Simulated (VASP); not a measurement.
# Al16BN15 (a cell with a defect): single point with PBE

System: Al16BN15 (a cell with a defect).

```
CELL_PARAMETERS angstrom
6.25951 0.00000 0.00000
-3.12976 5.42090 0.00000
0.00000 0.00000 10.03481
ATOMIC_POSITIONS crystal
Al 0.33747 0.16223 0.24746
Al 0.16057 0.33879 0.49926
Al 0.33078 0.17072 0.74910
Al 0.16838 0.33082 0.00171
Al 0.34430 0.66270 0.25240
Al 0.17441 0.85565 0.49623
Al 0.32738 0.66665 0.75259
Al 0.17311 0.83225 0.99582
Al 0.83747 0.15601 0.25219
Al 0.64384 0.32473 0.49572
Al 0.83402 0.17284 0.75242
Al 0.66725 0.32673 0.99584
Al 0.85466 0.64510 0.23547
Al 0.65173 0.84680 0.51665
Al 0.83105 0.67093 0.74590
Al 0.67076 0.82798 0.99889
N 0.32373 0.17558 0.43509
N 0.17217 0.32803 0.19086
N 0.33312 0.16687 0.93751
N 0.16512 0.33527 0.68948
N 0.32669 0.67556 0.44155
N 0.18777 0.83066 0.18231
N 0.33473 0.66278 0.94080
N 0.16763 0.83679 0.68863
N 0.82362 0.17193 0.44139
N 0.66898 0.31210 0.18229
N 0.83548 0.16420 0.94104
N 0.66584 0.33474 0.68841
N 0.68127 0.81986 0.19402
N 0.83598 0.66384 0.93801
N 0.66096 0.83940 0.70132
B 0.81949 0.67990 0.43549
```

```json
{
 "Program": "VASP 6.6.1",
 "Task": "single point",
 "Functional": "PBE",
 "Potentials or basis": "VASP PAW PBE potentials, release 64 (Al, N, B)",
 "Cutoff": "520 eV",
 "k mesh": "1 × 1 × 1, shifted",
 "Occupations": "gaussian, width 0.01 eV",
 "Spin": "no spin polarisation"
}
```

| Item | Value |
| --- | --- |
| Pressure | 3.9 GPa |
| Largest force | 0.012 eV/Å |

Forces on the atoms (eV/Å):
```
Al   0.004 -0.003  0.000
Al   0.005  0.003 -0.001
Al  -0.001 -0.001 -0.007
Al  -0.001  0.003 -0.002
Al  -0.003 -0.002  0.003
Al   0.002 -0.002  0.009
Al  -0.004 -0.002 -0.001
Al   0.004  0.003 -0.005
Al   0.002  0.004  0.003
Al   0.004 -0.003 -0.005
Al   0.000  0.005 -0.002
Al  -0.003 -0.001 -0.002
Al   0.000 -0.003  0.007
Al  -0.001  0.004 -0.002
Al  -0.003 -0.002  0.009
Al  -0.001  0.000  0.004
N   -0.005  0.000 -0.001
N   -0.002  0.000  0.001
N    0.000 -0.001  0.003
N   -0.002  0.001  0.000
N   -0.001 -0.002  0.000
N   -0.002  0.000  0.004
N   -0.001 -0.001  0.003
N    0.001  0.002 -0.003
N    0.001 -0.001  0.002
N   -0.004 -0.001  0.002
N    0.003 -0.001 -0.001
N    0.000  0.002  0.004
N   -0.003  0.004 -0.001
N    0.002 -0.002 -0.002
N    0.003  0.000 -0.007
B    0.004 -0.002 -0.011
```

Stress tensor (GPa, compression positive):
```
 4.60 -2.99 -2.93
-2.99  1.23  2.07
-2.93  2.07  5.82
```

Levels at points of the mesh, in eV from the Fermi level:
```tsv
k point	band 60	band 61	band 62	band 63	band 64	band 65	band 66	band 67
(0.25, 0.25, 0.25)	-1.90	-1.67	-0.31	-0.08	0.42	4.22	4.63	4.88
```

Run time: 71 s on 1 thread of AMD EPYC 7R13 Processor (Zen 3), with other jobs on the host, peak memory 0.38 GiB.
